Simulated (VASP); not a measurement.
A run of VASP 6.6.1 is set up as follows.

INCAR

```
SYSTEM = YBi3P4
PREC = Accurate
ENCUT = 600
EDIFF = 1E-6
ISMEAR = -1
SIGMA = 0.03
LREAL = .False.
LASPH = .True.
NELM = 60
ALGO = Normal
ISIF = 3
LWAVE = .False.
LCHARG = .False.
GGA = PS
IBRION = 2
NSW = 100
EDIFFG = -0.01
```

Contents of KPOINTS:

```
regular mesh
0
Gamma
  4 4 4
  0 0 0
```

Contents of POSCAR:

```
YBi3P4
1.0
    6.1688965900      0.0000000000      0.0000000000
    0.0000000000      6.1688965900      0.0000000000
    0.0000000000      0.0000000000      6.1688965900
Y Bi P
1 3 4
Direct
    0.0000000000      0.0000000000      0.0000000000
    0.0000000000      0.5000000000      0.0000000000
    0.0000000000      0.0000000000      0.5000000000
    0.5000000000      0.0000000000      0.0000000000
    0.7629189000      0.2370811000      0.7629189000
    0.2370811000      0.7629189000      0.7629189000
    0.7629189000      0.7629189000      0.2370811000
    0.2370811000      0.2370811000      0.2370811000
```

Potentials or basis: VASP PAW PBE potentials, release 64 (Y_sv, Bi_d, P).

Launch:

```console
$ cat potpaw_PBE.64/Y_sv/POTCAR potpaw_PBE.64/Bi_d/POTCAR potpaw_PBE.64/P/POTCAR > POTCAR
$ mpirun -np 1 vasp_std > vasp.out
```

Question: Estimate the space group after relaxing (to 0.1 Å).

Answer: P-43m (No. 215).

Question: Predict the relaxed volume.

Answer: 37.59 Å³/atom.

Step by step:
```
step  energy change (eV)  largest force (eV/Å)  pressure (GPa)  volume (Å³)
   1              0.0000                2.2806           13.42       234.76
   2             -0.9968                1.4872           -4.85       328.60
   3             -1.9544                0.3597            0.07       283.34
   4             -1.9551                0.3229            0.24       282.31
   5             -1.9753                0.2967            0.21       284.44
   6             -2.0242                0.2135            0.08       290.92
   7             -2.0559                0.0273           -0.17       304.16
   8             -2.0581                0.0375           -0.10       301.02
   9             -2.0582                0.0289           -0.11       301.45
  10             -2.0566                0.0692            0.28       299.02
  11             -2.0585                0.0003            0.02       300.74
```

Caveat: the volume moved by over 15 % at a fixed basis, so the end points are rough; the PAW data sets were made with another functional, which shifts forces and pressure a little.
